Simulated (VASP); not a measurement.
Crystal: MnPt2.

```
Pt Mn
1.0
     2.85840    0.00000    0.00000
    -1.42920    2.47545    0.00000
     0.00000    0.00000    6.53250
Pt Mn
2 1
Cartesian
  1.4292 0.8252 2.0656
  0.0000 1.6503 4.4669
  0.0000 0.0000 0.0000
```

Base run:

| Property | Result |
| --- | --- |
| Program | VASP 6.6.1 |
| Functional | PBE |
| Potentials or basis | VASP PAW PBE potentials, release 64 (Pt, Mn_pv) |
| Cutoff | 500 eV |
| k mesh | 8 × 8 × 3 |
| Occupations | fermi-dirac, width 0.1 eV |
| Spin | collinear spin, ferromagnetic start |
| Starting moments | [0.0, 0.0, 4.0] μB |

Its results: pressure -1.4 GPa; net moment 4.34 μB per cell; site moments Pt +0.24; Mn +3.70 μB; largest force 0.011 eV/Å.

Q: The run is repeated on the same cell with these changes: functional from PBE to r2SCAN; cutoff from 500 eV to 550 eV. What comes out?

A: Pressure -2.0 GPa; net moment 4.73 μB per cell; site moments Pt +0.27; Mn +4.03 μB; largest force 0.033 eV/Å.

Caveats: the PAW data sets were made with another functional, which shifts forces and pressure a little (some runs).
